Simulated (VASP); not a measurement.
ZrB: single point with PBEsol

ZrB:

```
CELL_PARAMETERS angstrom
2.43110 2.43110 0.00000
-2.43110 2.43110 0.00000
0.00000 0.00000 5.05669
ATOMIC_POSITIONS crystal
Zr 0.00000 0.00000 0.00000
Zr 0.50000 0.50000 0.50000
B 0.50000 0.50000 0.00000
B 0.00000 0.00000 0.50000
```

This cell differs from its parent crystal: strain along c alone, the other axes held: +4.0 %.

* Program: VASP 6.6.1
* Task: single point
* Functional: PBEsol
* Potentials or basis: VASP PAW PBE potentials, release 64 (Zr_sv, B)
* Cutoff: 520 eV
* k mesh: 16 × 16 × 12
* Occupations: gaussian, width 0.1 eV
* Spin: no spin polarisation
* Dipole correction: no
* Further INCAR settings: ALGO = Normal; EDIFF = 1e-06; NBANDS = 23

```
Pressure               : -5.5 GPa
Band gap on the k mesh : zero (band 15 reaches 9.13 eV, above the bottom of band 16 at 6.12 eV)
```

Stress tensor (GPa, compression positive):
```
 -1.95   0.00   0.00
  0.00  -1.95   0.00
  0.00   0.00 -12.71
```

Levels at points of the mesh, in eV from the Fermi level:
```csv
k point,band 12,band 13,band 14,band 15,band 16,band 17,band 18,band 19
"(0.00, 0.00, 0.00)",-0.75,1.46,1.83,1.83,2.21,2.21,2.88,3.28
"(0.50, 0.00, 0.00)",-2.46,-1.08,-1.08,-0.79,-0.79,3.62,3.62,5.15
"(0.50, 0.50, 0.00)",-0.78,-0.67,-0.67,1.92,1.92,2.01,2.01,4.49
"(0.00, 0.00, 0.50)",-1.43,0.17,0.17,1.54,1.54,1.54,1.54,3.83
"(0.50, 0.00, 0.50)",-3.78,-1.19,-1.19,-1.09,-1.09,4.63,4.63,4.85
"(0.50, 0.50, 0.50)",-0.94,-0.94,-0.94,-0.74,-0.74,4.07,4.07,4.07
```

It used 170 s of CPU time on 1 thread of Intel(R) Xeon(R) 6975P-C (Granite Rapids) (shared host).

Caveat: the cell differs from its parent crystal (strain along c alone, the other axes held: +4.0 %); the PAW data sets were made with another functional, which shifts forces and pressure a little.
